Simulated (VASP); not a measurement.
**LiH: single point with PBEsol**

Slab: LiH, a slab with vacuum.

```
H Li
1.0
     1.98998    1.98998    0.00000
    -1.98998    1.98998    0.00000
     0.00000    0.00000   26.92989
H Li
8 8
Direct
  0.50565 0.49935 0.24246
  0.48705 0.49534 0.39090
  0.50581 0.50230 0.53687
  0.49638 0.49374 0.68449
  0.99123 0.99600 0.31565
  0.00216 0.00583 0.46335
  0.00843 0.00187 0.61034
  0.99401 0.00842 0.75911
  0.00798 0.99813 0.24086
  0.99267 0.99169 0.38938
  0.99970 0.99143 0.53731
  0.98683 0.99950 0.68391
  0.50345 0.50931 0.31559
  0.48725 0.48704 0.46264
  0.49562 0.50074 0.61029
  0.50187 0.51817 0.75907
```

```yaml
Program: VASP 6.6.1
Task: single point
Functional: PBEsol
Potentials_or_basis: VASP PAW PBE potentials, release 64 (H, Li_sv)
Cutoff: 520 eV
k_mesh: 1 × 1 × 1, shifted
Occupations: fermi-dirac, width 0.05 eV
Spin: no spin polarisation
```

The largest force is 0.844 eV/Å and the band gap on the k mesh is 2.15 eV.

Forces in eV/Å, atoms in the order of the input:
```
H   -0.090 -0.071  0.371
H   -0.193 -0.009 -0.149
H   -0.094  0.399  0.046
H    0.319  0.101  0.028
H    0.016 -0.509 -0.095
H   -0.093  0.700 -0.060
H    0.247  0.305  0.011
H    0.077 -0.412 -0.503
Li   0.082  0.054  0.838
Li   0.199  0.024  0.127
Li   0.092 -0.403 -0.078
Li  -0.332 -0.082  0.117
Li  -0.012  0.527 -0.034
Li   0.096 -0.711  0.101
Li  -0.255 -0.318  0.000
Li  -0.061  0.406 -0.720
```

Levels at points of the mesh, in eV from the valence-band top:
```csv
k point,band 14,band 15,band 16,band 17,band 18,band 19
"(0.50, 0.50, 0.50)",-0.24,-0.21,0.00,2.15,2.16,2.43
```

It took 22 s on 1 thread of Intel(R) Xeon(R) Platinum 8559C (Emerald Rapids), with other jobs on the host, peak memory 0.31 GiB.

Caveat: the k points lie up to 2.23 Å⁻¹ apart; the PAW data sets were made with another functional, which shifts forces and pressure a little.
